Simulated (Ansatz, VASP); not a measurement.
**AlAs: VASP beside Ansatz**

Contents of INCAR:

```
SYSTEM = AlAs
ALGO = Normal
EDIFF = 1E-6
ENCUT = 500
GGA = CA
GGA_COMPAT = .FALSE.
ISIF = 2
ISMEAR = 0
LASPH = .TRUE.
LCHARG = .TRUE.
LELF = .TRUE.
LREAL = .FALSE.
LVHAR = .TRUE.
LWAVE = .FALSE.
NBANDS = 11
NELM = 120
PREC = Accurate
SIGMA = 0.01
```

KPOINTS

```
k-points
0
G
  8 8 8
  0 0 0
```

Contents of POSCAR:

```
AlAs
1.0
    0.0000000000      2.7956543440      2.7956543440
    2.7956543440      0.0000000000      2.7956543440
    2.7956543440      2.7956543440      0.0000000000
Al As
1 1
Direct
    0.0000000000      0.0000000000      0.0000000000
    0.7500000000      0.7500000000      0.7500000000
```

Input for Ansatz:

```yaml
crystal:
  lattice:
    - [0.0, 2.795654344, 2.795654344]
    - [2.795654344, 0.0, 2.795654344]
    - [2.795654344, 2.795654344, 0.0]
  atoms:
    - { symbol: Al, position: [0.0, 0.0, 0.0] }
    - { symbol: As, position: [0.75, 0.75, 0.75] }
basis:
  ecutwfc: 420
kpoints:
  mp_grid: { grid: [8, 8, 8] }
hamiltonian:
  xc: lda
scf:
  occupations: { method: fixed }
output:
  forces: true
  stress: true
  eigenvalues: true
  write_density: true
  write_potential: true
  elf: true
  volumetric_format: npy
```

Alike in both runs: task single point; functional LDA; k mesh 8 × 8 × 8; no spin polarisation.

```csv
,VASP,Ansatz
version,VASP 6.6.1,Ansatz 0.2.0
potentials or method,"VASP PAW LDA potentials, release 64 (Al, As), cutoff 500 eV","scalar-relativistic, plane waves, PAW"
occupations,"gaussian, width 0.01 eV",fixed
valence electrons in the cell,8,18
```

```csv
,VASP,Ansatz,Ansatz less VASP
gap on the k mesh at the Fermi level (eV),1.27,1.29,+0.014
least direct gap on the mesh (eV),2.18,2.14,-0.036
pressure (GPa),2.0,1.6,-0.39
```

LDA's correlation is that of Perdew and Zunger in VASP and of Perdew and Wang (1992) in Ansatz. VASP's potentials hold 8 valence electrons a cell and Ansatz's 18, so a difference there can come from the potentials and not from the codes.
